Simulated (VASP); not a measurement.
ZrB, 2 atoms in the cell. Symmetry: Fm-3m, No. 225, cubic system. The conventional cell has a = 4.862 Å, b = 4.862 Å, c = 4.862 Å, α = 90.00°, β = 90.00°, γ = 90.00°. Zr (site symmetry m-3m) has 6 B at 2.43 Å within 3.2 Å. B (site symmetry m-3m) has 6 Zr at 2.43 Å within 3.2 Å. 

| Item | Value |
| --- | --- |
| Program | VASP 6.6.1 |
| Task | density of states |
| Functional | PBEsol |
| Potentials or basis | VASP PAW PBE potentials, release 64 (Zr_sv, B) |
| Cutoff | 520 eV |
| k mesh | 14 × 14 × 14 |
| Occupations | gaussian, width 0.1 eV |
| Spin | no spin polarisation |
| Dipole correction | no |
| k mesh for the DOS | 21 × 21 × 21 |
| Occupations for the DOS | tetrahedron |
| Further INCAR settings | ALGO = Normal; EDIFF = 1e-07; NBANDS = 14 |

Potentials or basis: VASP PAW PBE potentials, release 64 (Zr_sv, B).

The run is started by

```sh
$ cat potpaw_PBE.64/Zr_sv/POTCAR potpaw_PBE.64/B/POTCAR > POTCAR
$ cp INCAR.step1 INCAR
$ cp KPOINTS.step1 KPOINTS
$ mpirun -np 1 vasp_std > vasp.out
$ cp INCAR.step2 INCAR
$ cp KPOINTS.step2 KPOINTS
$ mpirun -np 1 vasp_std > vasp.out
```

Hardware: 1 thread of AMD EPYC 7R13 (shared host).

Question: How long does it take, and how much memory?

Answer: Run time: 3.3 min on 1 thread of AMD EPYC 7R13, on a shared host, peak memory 0.24 GiB. Counts: k points 286.
